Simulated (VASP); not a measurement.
# NaGeF3 in VASP: a series of runs

The runs below take NaGeF3 through single point, with r2SCAN, PBE.

All numbers are computed with VASP 6.6.1; they aren't measurements. Logs are shortened: lines on timing, memory, paths and dates and some standing lists are left out, and cuts for length are marked.

## 1. The cell of the first run

Symmetry: Pm-3m, No. 221, cubic system. Conventional cell: a = 4.348 Å, b = 4.348 Å, c = 4.348 Å, α = 90.00°, β = 90.00°, γ = 90.00°. Na (site symmetry m-3m) has 12 F at 3.07 Å and 8 Ge at 3.77 Å within 4.0 Å. Ge (site symmetry m-3m) has 6 F at 2.17 Å within 2.9 Å. F (site symmetry 4/mmm) has 2 Ge at 2.17 Å within 2.9 Å.

## 2. Single point, r2SCAN

The input, POSCAR:

```
NaGeF3
1.0
    4.3476431000      0.0000000000      0.0000000000
    0.0000000000      4.3476431000      0.0000000000
    0.0000000000      0.0000000000      4.3476431000
Na Ge F
1 1 3
Direct
    0.0000000000      0.0000000000      0.0000000000
    0.5000000000      0.5000000000      0.5000000000
    0.5000000000      0.5000000000      0.0000000000
    0.5000000000      0.0000000000      0.5000000000
    0.0000000000      0.5000000000      0.5000000000
```

The input, INCAR.step1:

```
ALGO = Normal
EDIFF = 1E-4
ENCUT = 520
GGA = PE
ISMEAR = 0
LASPH = True
LCHARG = False
LREAL = False
LWAVE = True
NBANDS = 29
NELM = 80
PREC = Accurate
SIGMA = 0.01
```

The input, INCAR.step2:

```
ALGO = Normal
EDIFF = 1E-7
ENCUT = 520
ISIF = 2
ISMEAR = 0
ISTART = 1
LASPH = True
LCHARG = False
LMIXTAU = True
LREAL = False
LWAVE = False
METAGGA = R2SCAN
NBANDS = 29
NELM = 80
PREC = Accurate
SIGMA = 0.01
```

The input, KPOINTS:

```
k-points
0
Gamma
  6 6 6
```

Potentials or basis: VASP PAW PBE potentials, release 64 (Na_pv, Ge_d, F).

Command:

```bash
cat potpaw_PBE.64/Na_pv/POTCAR potpaw_PBE.64/Ge_d/POTCAR potpaw_PBE.64/F/POTCAR > POTCAR
cp INCAR.step1 INCAR
mpirun -np 1 vasp_std > vasp.out
cp INCAR.step2 INCAR
mpirun -np 1 vasp_std > vasp.out
```

OUTCAR:

```text
EDIFF = 1E-7
   ENCUT = 520
   ISIF = 2
   ISMEAR = 0
   ISTART = 1
   LASPH = True
   LREAL = False
   METAGGA = R2SCAN
   NELM = 80
   PREC = Accurate

 ion  position               nearest neighbor table
   1  0.000  0.000  0.000-
   2  0.500  0.500  0.500-   3 2.17   4 2.17   5 2.17   3 2.17   4 2.17   5 2.17
   3  0.500  0.500  0.000-   2 2.17   2 2.17
   4  0.500  0.000  0.500-   2 2.17   2 2.17
   5  0.000  0.500  0.500-   2 2.17   2 2.17

  LATTYP: Found a simple cubic cell.
 ALAT       =     4.3476431000

  Lattice vectors:

 A1 = (   4.3476431000,   0.0000000000,   0.0000000000)
 A2 = (   0.0000000000,   4.3476431000,   0.0000000000)
 A3 = (   0.0000000000,   0.0000000000,   4.3476431000)

Analysis of symmetry for initial positions (statically):
=====================================================================
 Subroutine PRICEL returns:
 Original cell was already a primitive cell.

 Routine SETGRP: Setting up the symmetry group for a
 simple cubic supercell.

 Subroutine GETGRP returns: Found 48 space group operations
 (whereof 48 operations were pure point group operations)
 out of a pool of 48 trial point group operations.

The static configuration has the point symmetry O_h .

Analysis of symmetry for dynamics (positions and initial velocities):
=====================================================================
 Subroutine PRICEL returns:
 Original cell was already a primitive cell.

 Routine SETGRP: Setting up the symmetry group for a
 simple cubic supercell.

 Subroutine GETGRP returns: Found 48 space group operations
 (whereof 48 operations were pure point group operations)
 out of a pool of 48 trial point group operations.

The dynamic configuration has the point symmetry O_h .

 Subroutine INISYM returns: Found 48 space group operations
 (whereof 48 operations are pure point group operations),
 and found     1 'primitive' translations

----------------------------------------------------------------------------------------

                                     Primitive cell

  volume of cell :      82.1792

  direct lattice vectors                    reciprocal lattice vectors
     4.347643100  0.000000000  0.000000000     0.230009680  0.000000000  0.000000000
     0.000000000  4.347643100  0.000000000     0.000000000  0.230009680  0.000000000
     0.000000000  0.000000000  4.347643100     0.000000000  0.000000000  0.230009680

  length of vectors
     4.347643100  4.347643100  4.347643100     0.230009680  0.230009680  0.230009680

  position of ions in fractional coordinates (direct lattice)
     0.000000000  0.000000000  0.000000000
     0.500000000  0.500000000  0.500000000
     0.500000000  0.500000000  0.000000000
     0.500000000  0.000000000  0.500000000
     0.000000000  0.500000000  0.500000000

  ion indices of the primitive-cell ions
   primitive index   ion index
                 1           1
                 2           2
                 3           3
                 4           4
                 5           5

----------------------------------------------------------------------------------------

 KPOINTS: k-points

Automatic generation of k-mesh.
 Grid dimensions read from file:
 generate k-points for:    6    6    6

 Generating k-lattice:

  Cartesian coordinates                     Fractional coordinates (reciprocal lattice)
     0.038334947  0.000000000  0.000000000     0.166666667  0.000000000  0.000000000
     0.000000000  0.038334947  0.000000000     0.000000000  0.166666667  0.000000000
     0.000000000  0.000000000  0.038334947     0.000000000  0.000000000  0.166666667

  Length of vectors
     0.038334947  0.038334947  0.038334947

  Shift w.r.t. Gamma in fractional coordinates (k-lattice)
     0.000000000  0.000000000  0.000000000

 Subroutine IBZKPT returns following result:
 ===========================================

 Found     20 irreducible k-points:

 Following reciprocal coordinates:
            Coordinates               Weight
  0.000000  0.000000  0.000000      1.000000
  0.166667  0.000000  0.000000      6.000000
  0.333333  0.000000  0.000000      6.000000
  0.500000  0.000000  0.000000      3.000000
  0.166667  0.166667  0.000000     12.000000
  0.333333  0.166667  0.000000     24.000000
[... 12 lines left out ...]
  0.500000  0.500000  0.333333      6.000000
  0.500000  0.500000  0.500000      1.000000
   k-points           NKPTS =     20   k-points in BZ     NKDIM =     20   number of bands    NBANDS=     29
   number of dos      NEDOS =    301   number of ions     NIONS =      5
   total plane-waves  NPLWV =  32768
   dimension x,y,z NGX =    32 NGY =   32 NGZ =   32
   dimension x,y,z NGXF=    64 NGYF=   64 NGZF=   64
   ions per type =               1   1   3
   NGX,Y,Z   is equivalent  to a cutoff of  12.24, 12.24, 12.24 a.u.
   NGXF,Y,Z  is equivalent  to a cutoff of  24.47, 24.47, 24.47 a.u.
 SYSTEM =  unknown system
   PREC   = accura    normal or accurate (medium, high low for compatibility)
   ISTART =      1    job   : 0-new  1-cont  2-samecut
   ICHARG =      0    charge: 1-file 2-atom 10-const
   ISPIN  =      1    spin polarized calculation?
   LNONCOLLINEAR =      F non collinear calculations
   LSORBIT =      F    spin-orbit coupling
   LASPH  =      T    aspherical Exc in radial PAW
   ENCUT  =  520.0 eV  38.22 Ry    6.18 a.u.   8.08  8.08  8.08*2*pi/ulx,y,z
   NELM   =     80;   NELMIN=  2; NELMDL=  0     # of ELM steps
   EDIFF  = 0.1E-06   stopping-criterion for ELM
   LREAL  =      F    real-space projection
   EDIFFG = 0.1E-05   stopping-criterion for IOM
   NSW    =      0    number of steps for IOM
   IBRION =     -1    ionic relax: 0-MD 1-quasi-New 2-CG
   NFREE  =      0    steps in history (QN), initial steepest desc. (CG)
   ISIF   =      2    stress and relaxation
   ISYM   =      2    0-nonsym 1-usesym 2-fastsym
   POTIM  = 0.5000    time-step for ionic-motion
   TEBEG  =    0.0;   TEEND  =   0.0 temperature during run
   PSTRESS=    0.0 pullay stress
   NELECT =      42.0000    total number of electrons
   NUPDOWN=      -1.0000    fix difference up-down
   EMIN   =  10.00;   EMAX   =-10.00  energy-range for DOS
   EFERMI =   0.00;   METHOD = LEGACY
   ISMEAR =     0;   SIGMA  =   0.01  broadening in eV -4-tet -1-fermi 0-gaus
   EFERMI_NEDOS =   21; number of points for ismear=-14 and -15
   IALGO  =     38    algorithm
   IMIX   =      4    mixing-type and parameters
     AMIX     =   0.40;   BMIX     =  1.00
     AMIX_MAG =   1.60;   BMIX_MAG =  1.00
  volume/ion in A,a.u.               =      16.44       110.91
  Fermi-wavevector in a.u.,A,eV,Ry     =   1.308893  2.473449 23.309502  1.713200
  Thomas-Fermi vector in A             =   2.439529
   LORBIT       =      0    0 simple, 1 ext, 2 COOP (PROOUT), +10 PAW based schemes
   METAGGA = R2SCAN    functional components
   LHFCALC =     F    Hartree Fock is set to
   AEXX    =    0.0000 exact exchange contribution
   IVDW    =     0    specifies the selected vdW correction
   LEPSILON=     F    determine dielectric tensor
   LRPA    =     F    only Hartree local field effects (RPA)
 non-spin polarized calculation
 Gauss-broadening in eV      SIGMA  =   0.01
  energy-cutoff  :      520.00
  volume of cell :       82.18
 maximum number of plane-waves:      2272
   NGX = 17   NGY = 17   NGZ = 17

 number of electron      41.9999937 magnetization

 Free energy of the ion-electron system (eV)
  ---------------------------------------------------
  ext. energy  EPLUGINS =         0.00000000
  ---------------------------------------------------
  free energy    TOTEN  =       -37.77513321 eV

  energy without entropy =      -37.77513321  energy(sigma->0) =      -37.77513321

 E-fermi :   2.8817     XC(G=0):  -9.0047

 val. band max:        2.7627489029   @ k =   0.5000   0.5000   0.5000
 cond. band min:       4.4549019018   @ k =   0.0000   0.0000   0.0000
 fundamental gap:      1.6921529989
 Fermi energy:         2.8816941153

 k-point     1 :       0.0000    0.0000    0.0000
  band No.  band energies     occupation
      1     -24.1362      2.00000
      2     -24.1362      2.00000
      3     -24.1362      2.00000
      4     -24.0433      2.00000
      5     -24.0433      2.00000
      6     -23.6380      2.00000
[... 21 lines left out ...]
     28      12.7725      0.00000
     29      12.7725      0.00000

 k-point     2 :       0.1667    0.0000    0.0000
  band No.  band energies     occupation
      1     -24.1428      2.00000
      2     -24.1362      2.00000
      3     -24.1362      2.00000
      4     -24.0430      2.00000
      5     -24.0001      2.00000
      6     -23.6014      2.00000
[... 21 lines left out ...]
     28      11.9186      0.00000
     29      11.9186      0.00000

 k-point     3 :       0.3333    0.0000    0.0000
  band No.  band energies     occupation
      1     -24.1545      2.00000
      2     -24.1361      2.00000
      3     -24.1361      2.00000
      4     -24.0425      2.00000
      5     -23.9204      2.00000
      6     -23.5616      2.00000
[... 21 lines left out ...]
     28      11.2710      0.00000
     29      11.2710      0.00000

 k-point     4 :       0.5000    0.0000    0.0000
  band No.  band energies     occupation
      1     -24.1599      2.00000
      2     -24.1360      2.00000
      3     -24.1360      2.00000
      4     -24.0424      2.00000
      5     -23.8862      2.00000
      6     -23.5619      2.00000
[... 469 lines left out ...]
     28      10.0097      0.00000
     29      13.5314      0.00000

 k-point    19 :       0.5000    0.5000    0.3333
  band No.  band energies     occupation
      1     -24.1399      2.00000
      2     -24.1399      2.00000
      3     -24.1378      2.00000
      4     -23.7452      2.00000
      5     -23.5924      2.00000
      6     -23.5632      2.00000
[... 21 lines left out ...]
     28       9.6853      0.00000
     29      14.2096      0.00000

 k-point    20 :       0.5000    0.5000    0.5000
  band No.  band energies     occupation
      1     -24.1385      2.00000
      2     -24.1385      2.00000
      3     -24.1385      2.00000
      4     -23.5924      2.00000
      5     -23.5924      2.00000
      6     -23.5632      2.00000
[... 21 lines left out ...]
     28       9.2670      0.00000
     29      14.5784      0.00000

------------------------ aborting loop because EDIFF is reached ----------------------------------------

  FORCE on cell =-STRESS in cart. coord.  units (eV):
  Direction    XX          YY          ZZ          XY          YZ          ZX
  --------------------------------------------------------------------------------------
  -------------------------------------------------------------------------------------
  Total       -0.0923334     -0.0923334     -0.0923334      0.0000000      0.0000000      0.0000000
  in kB       -1.8001466     -1.8001466     -1.8001466      0.0000000      0.0000000      0.0000000
  external PRESSURE =      -1.8001466 kB  Pullay stress =       0.0000000 kB

 VOLUME and BASIS-vectors are now :
 -----------------------------------------------------------------------------
  energy-cutoff  :      520.00
  volume of cell :       82.18
      direct lattice vectors                 reciprocal lattice vectors
     4.347643100  0.000000000  0.000000000     0.230009680  0.000000000  0.000000000
     0.000000000  4.347643100  0.000000000     0.000000000  0.230009680  0.000000000
     0.000000000  0.000000000  4.347643100     0.000000000  0.000000000  0.230009680

 POSITION                                       TOTAL-FORCE (eV/Angst)
 -----------------------------------------------------------------------------------
      0.00000      0.00000      0.00000         0.000000      0.000000      0.000000
      2.17382      2.17382      2.17382         0.000000      0.000000      0.000000
      2.17382      2.17382      0.00000         0.000000      0.000000      0.000000
      2.17382      0.00000      2.17382         0.000000      0.000000      0.000000
      0.00000      2.17382      2.17382         0.000000      0.000000      0.000000
 -----------------------------------------------------------------------------------
    total drift:                                0.000000     -0.000000     -0.000000

  FREE ENERGIE OF THE ION-ELECTRON SYSTEM (eV)
  ---------------------------------------------------
  free  energy   TOTEN  =       -37.7751332109 eV

  energy  without entropy=      -37.7751332109  energy(sigma->0) =      -37.77513321
```

It took 50 s on 1 thread of Intel Xeon 6975P-C (Granite Rapids), shared host; peak memory 0.2 GiB.

What came out:

```
Free energy            : -37.7751 eV
Pressure               : -0.2 GPa
Band gap on the k mesh : 1.69 eV, indirect (least direct gap 2.15 eV)
```

Caveat: the PAW data sets were made with another functional, which shifts forces and pressure a little. A k mesh can miss the band edges.

## 3. Single point, r2SCAN (strain +5.0%)

POSCAR, as its differences from that of step 2:

```diff
@@ -2,5 +2,5 @@
 1.0
-    4.3476431000      0.0000000000      0.0000000000
-    0.0000000000      4.3476431000      0.0000000000
-    0.0000000000      0.0000000000      4.3476431000
+    4.5650252550      0.0000000000      0.0000000000
+    0.0000000000      4.5650252550      0.0000000000
+    0.0000000000      0.0000000000      4.5650252550
 Na Ge F
```

The input, INCAR.step1:

```
ALGO     = Normal         # electronic algorithm
EDIFF    = 1E-4           # SCF threshold, eV
ENCUT    = 520            # plane-wave cutoff, eV
GGA      = PE             # functional
ISMEAR   = 0              # smearing method
LASPH    = T              # aspherical terms in the spheres
LCHARG   = F              # write CHGCAR
LREAL    = F              # projectors in reciprocal space
LWAVE    = T              # write WAVECAR
NBANDS   = 29             # bands
NELM     = 60             # most SCF steps
PREC     = Accurate       # precision mode
SIGMA    = 0.01           # smearing width, eV
```

The input, INCAR.step2:

```
ALGO     = Normal         # electronic algorithm
EDIFF    = 1E-7           # SCF threshold, eV
ENCUT    = 520            # plane-wave cutoff, eV
ISIF     = 2              # what is computed and relaxed
ISMEAR   = 0              # smearing method
ISTART   = 1            
LASPH    = T              # aspherical terms in the spheres
LCHARG   = F              # write CHGCAR
LMIXTAU  = T            
LREAL    = F              # projectors in reciprocal space
LWAVE    = F              # write WAVECAR
METAGGA  = R2SCAN         # meta-GGA
NBANDS   = 29             # bands
NELM     = 60             # most SCF steps
PREC     = Accurate       # precision mode
SIGMA    = 0.01           # smearing width, eV
```

KPOINTS is that of step 2.

Potentials or basis: VASP PAW PBE potentials, release 64 (Na_pv, Ge_d, F).

Command:

```bash
cat potpaw_PBE.64/Na_pv/POTCAR potpaw_PBE.64/Ge_d/POTCAR potpaw_PBE.64/F/POTCAR > POTCAR
cp INCAR.step1 INCAR
mpirun -np 1 vasp_std > vasp.out
cp INCAR.step2 INCAR
mpirun -np 1 vasp_std > vasp.out
```

Run time: 85 s. Hardware: 1 thread of Intel Xeon 6975P-C (Granite Rapids), shared host; peak memory 0.24 GiB.

The run converged. Its results:

- Free energy: -37.5017 eV
- Pressure: -6.2 GPa
- Band gap on the k mesh: 2.68 eV, indirect (least direct gap 2.73 eV)

Levels at points of the mesh, in eV from the valence-band top:
```csv
k point,band 17,band 18,band 19,band 20,band 21,band 22,band 23,band 24,band 25,band 26
"(0.00, 0.00, 0.00)",-4.32,-4.32,-4.30,-4.30,-4.30,2.77,5.95,5.95,5.95,8.44
"(0.50, 0.00, 0.00)",-4.48,-4.38,-4.31,-4.31,-2.48,2.68,5.72,5.73,5.78,5.78
"(0.50, 0.50, 0.00)",-4.65,-4.47,-4.47,-3.98,-1.13,2.91,2.91,5.00,5.55,7.62
"(0.50, 0.50, 0.50)",-4.79,-3.97,-3.97,-3.97,0.00,2.73,2.73,2.73,5.37,7.19
```

Caveat: the cell differs from its parent crystal (strain +5.0%); the PAW data sets were made with another functional, which shifts forces and pressure a little.

(Part 1 of 2 ends here.)
